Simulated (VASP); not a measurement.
# S6 in VASP: a series of runs

Runs on S6. Level: PBE+D3(BJ). Tasks: single point.

Everything below comes from runs of VASP 6.6.1. Logs are shortened: lines on timing, memory, paths and dates and some standing lists are left out, and cuts for length are marked.

**1. The cell of the first run**

The cell holds a molecule in a box, 6 atoms: a = 12.700 Å, b = 12.800 Å, c = 10.300 Å, α = 90.00°, β = 90.00°, γ = 90.00°.

**2. Single point, PBE+D3(BJ)**

INCAR reads:

```
SYSTEM = S
  PREC = Accurate
  ENCUT = 520
  EDIFF = 1E-6
  ISMEAR = 0
  SIGMA = 0.01
  LREAL = .FALSE.
  LASPH = .TRUE.
  NELM = 60
  ALGO = Normal
  ISIF = 2
  LWAVE = .FALSE.
  LCHARG = .FALSE.
  GGA = PE
  IVDW = 12
  NBANDS = 27
```

KPOINTS reads:

```
Automatic mesh
0
G
  1 1 1
  0 0 0
```

POSCAR reads:

```
S
1.0
   12.7000000000      0.0000000000      0.0000000000
    0.0000000000     12.8000000000      0.0000000000
    0.0000000000      0.0000000000     10.3000000000
S
6
Direct
    0.5458734986      0.6393594258      0.5436647770
    0.3554241422      0.4697375303      0.5436647769
    0.5987023592      0.3909030440      0.5436647769
    0.4541265014      0.3606405742      0.4563352230
    0.6445758578      0.5302624697      0.4563352231
    0.4012976408      0.6090969560      0.4563352231
```

Potentials or basis: VASP PAW PBE potentials, release 64 (S).

On the command line:

```sh
$ cat potpaw_PBE.64/S/POTCAR > POTCAR
$ mpirun -np 1 vasp_gam > vasp.out
```

OUTCAR:

```text
SYSTEM = S
   PREC = Accurate
   ENCUT = 520
   EDIFF = 1E-6
   ISMEAR = 0
   LREAL = .FALSE.
   LASPH = .TRUE.
   NELM = 60
   ISIF = 2
   GGA = PE
   IVDW = 12
 IVDW          = 12

 ion  position               nearest neighbor table
   1  0.546  0.639  0.544-   6 2.08   5 2.08
   2  0.355  0.470  0.544-   6 2.08   4 2.08
   3  0.599  0.391  0.544-   5 2.08   4 2.08
   4  0.454  0.361  0.456-   3 2.08   2 2.08
   5  0.645  0.530  0.456-   3 2.08   1 2.08
   6  0.401  0.609  0.456-   2 2.08   1 2.08

  LATTYP: Found a simple orthorhombic cell.
 ALAT       =    10.3000000000
 B/A-ratio  =     1.2330097087
 C/A-ratio  =     1.2427184466

  Lattice vectors:

 A1 = (   0.0000000000,   0.0000000000,  10.3000000000)
 A2 = (  12.7000000000,   0.0000000000,   0.0000000000)
 A3 = (   0.0000000000,  12.8000000000,   0.0000000000)

Analysis of symmetry for initial positions (statically):
=====================================================================
 Subroutine PRICEL returns:
 Original cell was already a primitive cell.

 Routine SETGRP: Setting up the symmetry group for a
 simple orthorhombic supercell.

 Subroutine GETGRP returns: Found  2 space group operations
 (whereof  2 operations were pure point group operations)
 out of a pool of  8 trial point group operations.

The static configuration has the point symmetry S_2 .

Analysis of symmetry for dynamics (positions and initial velocities):
=====================================================================
 Subroutine PRICEL returns:
 Original cell was already a primitive cell.

 Routine SETGRP: Setting up the symmetry group for a
 simple orthorhombic supercell.

 Subroutine GETGRP returns: Found  2 space group operations
 (whereof  2 operations were pure point group operations)
 out of a pool of  8 trial point group operations.

The dynamic configuration has the point symmetry S_2 .

 Subroutine INISYM returns: Found  2 space group operations
 (whereof  2 operations are pure point group operations),
 and found     1 'primitive' translations

----------------------------------------------------------------------------------------

                                     Primitive cell

  volume of cell :    1674.3680

  direct lattice vectors                    reciprocal lattice vectors
    12.700000000  0.000000000  0.000000000     0.078740157  0.000000000  0.000000000
     0.000000000 12.800000000  0.000000000     0.000000000  0.078125000  0.000000000
     0.000000000  0.000000000 10.300000000     0.000000000  0.000000000  0.097087379

  length of vectors
    12.700000000 12.800000000 10.300000000     0.078740157  0.078125000  0.097087379

  position of ions in fractional coordinates (direct lattice)
     0.545873499  0.639359426  0.543664777
     0.355424142  0.469737530  0.543664777
     0.598702359  0.390903044  0.543664777
     0.454126501  0.360640574  0.456335223
     0.644575858  0.530262470  0.456335223
     0.401297641  0.609096956  0.456335223

  ion indices of the primitive-cell ions
   primitive index   ion index
                 1           1
                 2           2
                 3           3
                 4           4
                 5           5
                 6           6

----------------------------------------------------------------------------------------

 KPOINTS: Automatic mesh

Automatic generation of k-mesh.
 Grid dimensions read from file:
 generate k-points for:    1    1    1

 Generating k-lattice:

  Cartesian coordinates                     Fractional coordinates (reciprocal lattice)
     0.078740157  0.000000000  0.000000000     1.000000000  0.000000000  0.000000000
     0.000000000  0.078125000  0.000000000     0.000000000  1.000000000  0.000000000
     0.000000000  0.000000000  0.097087379     0.000000000  0.000000000  1.000000000

  Length of vectors
     0.078740157  0.078125000  0.097087379

  Shift w.r.t. Gamma in fractional coordinates (k-lattice)
     0.000000000  0.000000000  0.000000000

 Subroutine IBZKPT returns following result:
 ===========================================

 Found      1 irreducible k-points:

 Following reciprocal coordinates:
            Coordinates               Weight
  0.000000  0.000000  0.000000      1.000000
   k-points           NKPTS =      1   k-points in BZ     NKDIM =      1   number of bands    NBANDS=     27
   number of dos      NEDOS =    301   number of ions     NIONS =      6
   total plane-waves  NPLWV = 737280
   dimension x,y,z NGX =    96 NGY =   96 NGZ =   80
   dimension x,y,z NGXF=   192 NGYF=  192 NGZF=  160
   ions per type =               6
   NGX,Y,Z   is equivalent  to a cutoff of  12.57, 12.47, 12.91 a.u.
   NGXF,Y,Z  is equivalent  to a cutoff of  25.13, 24.94, 25.82 a.u.
 SYSTEM =  S
   PREC   = accura    normal or accurate (medium, high low for compatibility)
   ISTART =      0    job   : 0-new  1-cont  2-samecut
   ICHARG =      2    charge: 1-file 2-atom 10-const
   ISPIN  =      1    spin polarized calculation?
   LNONCOLLINEAR =      F non collinear calculations
   LSORBIT =      F    spin-orbit coupling
   LASPH  =      T    aspherical Exc in radial PAW
   ENCUT  =  520.0 eV  38.22 Ry    6.18 a.u.  23.61 23.80 19.15*2*pi/ulx,y,z
   NELM   =     60;   NELMIN=  2; NELMDL= -5     # of ELM steps
   EDIFF  = 0.1E-05   stopping-criterion for ELM
   LREAL  =      F    real-space projection
   EDIFFG = 0.1E-04   stopping-criterion for IOM
   NSW    =      0    number of steps for IOM
   IBRION =     -1    ionic relax: 0-MD 1-quasi-New 2-CG
   NFREE  =      0    steps in history (QN), initial steepest desc. (CG)
   ISIF   =      2    stress and relaxation
   ISYM   =      2    0-nonsym 1-usesym 2-fastsym
   POTIM  = 0.5000    time-step for ionic-motion
   TEBEG  =    0.0;   TEEND  =   0.0 temperature during run
   PSTRESS=    0.0 pullay stress
   NELECT =      36.0000    total number of electrons
   NUPDOWN=      -1.0000    fix difference up-down
   EMIN   =  10.00;   EMAX   =-10.00  energy-range for DOS
   EFERMI =   0.00;   METHOD = LEGACY
   ISMEAR =     0;   SIGMA  =   0.01  broadening in eV -4-tet -1-fermi 0-gaus
   EFERMI_NEDOS =   21; number of points for ismear=-14 and -15
   IALGO  =     38    algorithm
   IMIX   =      4    mixing-type and parameters
     AMIX     =   0.40;   BMIX     =  1.00
     AMIX_MAG =   1.60;   BMIX_MAG =  1.00
  volume/ion in A,a.u.               =     279.06      1883.20
  Fermi-wavevector in a.u.,A,eV,Ry     =   0.455224  0.860249  2.819523  0.207229
  Thomas-Fermi vector in A             =   1.438688
   LORBIT       =      0    0 simple, 1 ext, 2 COOP (PROOUT), +10 PAW based schemes
   GGA     = PE    functional components
   LHFCALC =     F    Hartree Fock is set to
   AEXX    =    0.0000 exact exchange contribution
   IVDW    =    12    specifies the selected vdW correction
   LEPSILON=     F    determine dielectric tensor
   LRPA    =     F    only Hartree local field effects (RPA)
 non-spin polarized calculation
 Gauss-broadening in eV      SIGMA  =   0.01
  energy-cutoff  :      520.00
  volume of cell :     1674.37
 maximum number of plane-waves:     22574
 NGX is ok and might be reduce to    96
   NGX = 47   NGY = 47   NGZ = 39

 number of electron      36.0000001 magnetization

 Free energy of the ion-electron system (eV)
  ---------------------------------------------------
  ext. energy  EPLUGINS =         0.00000000
  ---------------------------------------------------
  free energy    TOTEN  =       -24.29993011 eV

  energy without entropy =      -24.29993011  energy(sigma->0) =      -24.29993011

 E-fermi :  -5.3064     XC(G=0):  -1.3277

 val. band max:       -5.4199052093   @ k =   0.0000   0.0000   0.0000
 cond. band min:      -2.4730336749   @ k =   0.0000   0.0000   0.0000
 fundamental gap:      2.9468715344
 Fermi energy:        -5.3063650084

 k-point     1 :       0.0000    0.0000    0.0000
  band No.  band energies     occupation
      1     -21.2707      2.00000
      2     -19.6538      2.00000
      3     -19.6537      2.00000
      4     -16.2840      2.00000
      5     -16.2840      2.00000
      6     -13.6302      2.00000
[... 19 lines left out ...]
     26       0.9950      0.00000
     27       1.0012      0.00000

------------------------ aborting loop because EDIFF is reached ----------------------------------------

 Edisp (eV)   -0.42353

 E8    (eV) :    -0.1761

  FORCE on cell =-STRESS in cart. coord.  units (eV):
  Direction    XX          YY          ZZ          XY          YZ          ZX
  --------------------------------------------------------------------------------------
  -------------------------------------------------------------------------------------
  Total      -0.93920    -0.93885    -0.53611     0.00087     0.00032    -0.00028
  in kB      -0.89871    -0.89837    -0.51300     0.00083     0.00031    -0.00026
  external pressure =       -0.77 kB  Pullay stress =        0.00 kB

 VOLUME and BASIS-vectors are now :
 -----------------------------------------------------------------------------
  energy-cutoff  :      520.00
  volume of cell :     1674.37
      direct lattice vectors                 reciprocal lattice vectors
    12.700000000  0.000000000  0.000000000     0.078740157  0.000000000  0.000000000
     0.000000000 12.800000000  0.000000000     0.000000000  0.078125000  0.000000000
     0.000000000  0.000000000 10.300000000     0.000000000  0.000000000  0.097087379

 POSITION                                       TOTAL-FORCE (eV/Angst)
 -----------------------------------------------------------------------------------
      6.93259      8.18380      5.59975        -0.048654     -0.148927     -0.173825
      4.51389      6.01264      5.59975         0.153062      0.032443     -0.173839
      7.60352      5.00356      5.59975        -0.104762      0.116784     -0.173911
      5.76741      4.61620      4.70025         0.048654      0.148927      0.173825
      8.18611      6.78736      4.70025        -0.153062     -0.032443      0.173839
      5.09648      7.79644      4.70025         0.104762     -0.116784      0.173911
 -----------------------------------------------------------------------------------
    total drift:                               -0.000000      0.000000     -0.000000

  FREE ENERGIE OF THE ION-ELECTRON SYSTEM (eV)
  ---------------------------------------------------
  free  energy   TOTEN  =       -24.7234628566 eV

  energy  without entropy=      -24.7234628566  energy(sigma->0) =      -24.72346286
```

It took 85 s on 1 thread of Intel Xeon 6975P-C (Granite Rapids), shared host; peak memory 1.1 GiB.

What came out:

```
Free energy                     : -24.7235 eV
Largest force                   : 0.234 eV/Å
Gap between the frontier levels : 2.95 eV
Dispersion energy per atom      : -0.071 eV
```

Forces in eV/Å, atoms in the order of the input:
```
S   -0.049 -0.149 -0.174
S    0.153  0.032 -0.174
S   -0.105  0.117 -0.174
S    0.049  0.149  0.174
S   -0.153 -0.032  0.174
S    0.105 -0.117  0.174
```

**3. Single point, PBE+D3(BJ)**

INCAR reads:

```
SYSTEM = S
PREC = Accurate
ENCUT = 520
EDIFF = 1E-7
ISMEAR = 0
SIGMA = 0.01
LREAL = .False.
LASPH = .True.
NELM = 80
ALGO = Normal
ISIF = 2
LWAVE = .False.
LCHARG = .True.
GGA = PE
IVDW = 12
LELF = .True.
LVHAR = .True.
NBANDS = 27
```

KPOINTS reads:

```
Automatic mesh
0
Gamma
  1 1 1
  0 0 0
```

POSCAR reads:

```
S
1.0
   12.7000000000      0.0000000000      0.0000000000
    0.0000000000     12.8000000000      0.0000000000
    0.0000000000      0.0000000000     10.3000000000
S
6
Direct
    0.5458073980      0.6391573810      0.5433516906
    0.3556311886      0.4697811810      0.5433520378
    0.5985584837      0.3910630633      0.5433510262
    0.4541926020      0.3608426190      0.4566483094
    0.6443688114      0.5302188190      0.4566479622
    0.4014415163      0.6089369367      0.4566489738
```

Potentials or basis: VASP PAW PBE potentials, release 64 (S).

On the command line:

```sh
$ cat potpaw_PBE.64/S/POTCAR > POTCAR
$ mpirun -np 1 vasp_gam > vasp.out
```

OUTCAR:

```text
SYSTEM = S
   PREC = Accurate
   ENCUT = 520
   EDIFF = 1E-7
   ISMEAR = 0
   LREAL = .False.
   LASPH = .True.
   NELM = 80
   ISIF = 2
   GGA = PE
   IVDW = 12
 IVDW          = 12

 ion  position               nearest neighbor table
   1  0.546  0.639  0.543-   6 2.08   5 2.08
   2  0.356  0.470  0.543-   6 2.08   4 2.08
   3  0.599  0.391  0.543-   5 2.08   4 2.08
   4  0.454  0.361  0.457-   3 2.08   2 2.08
   5  0.644  0.530  0.457-   3 2.08   1 2.08
[... 218 lines left out ...]
  -------------------------------------------------------------------------------------
  Total      -0.57008    -0.56878    -0.29992     0.00077     0.00005    -0.00009
  in kB      -0.54550    -0.54425    -0.28699     0.00074     0.00005    -0.00009
  external pressure =       -0.46 kB  Pullay stress =        0.00 kB

 VOLUME and BASIS-vectors are now :
 -----------------------------------------------------------------------------
  energy-cutoff  :      520.00
  volume of cell :     1674.37
      direct lattice vectors                 reciprocal lattice vectors
    12.700000000  0.000000000  0.000000000     0.078740157  0.000000000  0.000000000
     0.000000000 12.800000000  0.000000000     0.000000000  0.078125000  0.000000000
     0.000000000  0.000000000 10.300000000     0.000000000  0.000000000  0.097087379

 POSITION                                       TOTAL-FORCE (eV/Angst)
 -----------------------------------------------------------------------------------
      6.93175      8.18121      5.59652        -0.028268     -0.086662     -0.086883
      4.51652      6.01320      5.59653         0.089072      0.018822     -0.086878
      7.60169      5.00561      5.59652        -0.060904      0.067804     -0.086840
      5.76825      4.61879      4.70348         0.028268      0.086662      0.086883
      8.18348      6.78680      4.70347        -0.089072     -0.018822      0.086878
      5.09831      7.79439      4.70348         0.060904     -0.067804      0.086840
 -----------------------------------------------------------------------------------
    total drift:                               -0.000000      0.000000     -0.000000

  FREE ENERGIE OF THE ION-ELECTRON SYSTEM (eV)
  ---------------------------------------------------
  free  energy   TOTEN  =       -24.7280229048 eV

  energy  without entropy=      -24.7280229048  energy(sigma->0) =      -24.72802290
```

OSZICAR:

```text
N       E                     dE             d eps       ncg     rms          rms(c)
DAV:   1     0.394746899116E+03    0.39475E+03   -0.90526E+03    54   0.844E+02
DAV:   2     0.897481460236E+02   -0.30500E+03   -0.29239E+03   100   0.142E+02
DAV:   3    -0.177534546355E+02   -0.10750E+03   -0.10705E+03    68   0.102E+02
[... 16 lines left out ...]
DAV:  20    -0.243038087743E+02   -0.32459E-05   -0.10678E-07    60   0.896E-04    0.183E-04
DAV:  21    -0.243038097450E+02   -0.97074E-06   -0.28503E-08    52   0.507E-04    0.101E-04
DAV:  22    -0.243038103072E+02   -0.56216E-06   -0.34764E-08    52   0.448E-04    0.708E-05
DAV:  23    -0.243038104210E+02   -0.11387E-06   -0.34562E-09    52   0.238E-04    0.224E-05
DAV:  24    -0.243038104711E+02   -0.50070E-07    0.11533E-09    52   0.166E-04
   1 F= -.24728023E+02 E0= -.24728023E+02  d E =-.138123E-38
```

stdout:

```text
POSCAR found type information on POSCAR S
 POSCAR found :  1 types and       6 ions
 scaLAPACK will be used
 LDA part: xc-table for (Slater+PW92), standard interpolation
 POSCAR, INCAR and KPOINTS ok, starting setup
 FFT: planning ... GRIDC
 FFT: planning ... GRID_SOFT
 FFT: planning ... GRID
 WAVECAR not read
 entering main loop
```

Run time: 1.8 min. Hardware: 1 thread of Intel Xeon 6975P-C (Granite Rapids), shared host; peak memory 1.1 GiB.

Results:

```yaml
Free_energy: -24.7280 eV
Largest_force: 0.126 eV/Å
Gap_between_the_frontier_levels: 2.94 eV
Dispersion_energy_per_atom: -0.071 eV
```

Forces in eV/Å, atoms in the order of the input:
```
S   -0.028 -0.087 -0.087
S    0.089  0.019 -0.087
S   -0.061  0.068 -0.087
S    0.028  0.087  0.087
S   -0.089 -0.019  0.087
S    0.061 -0.068  0.087
```
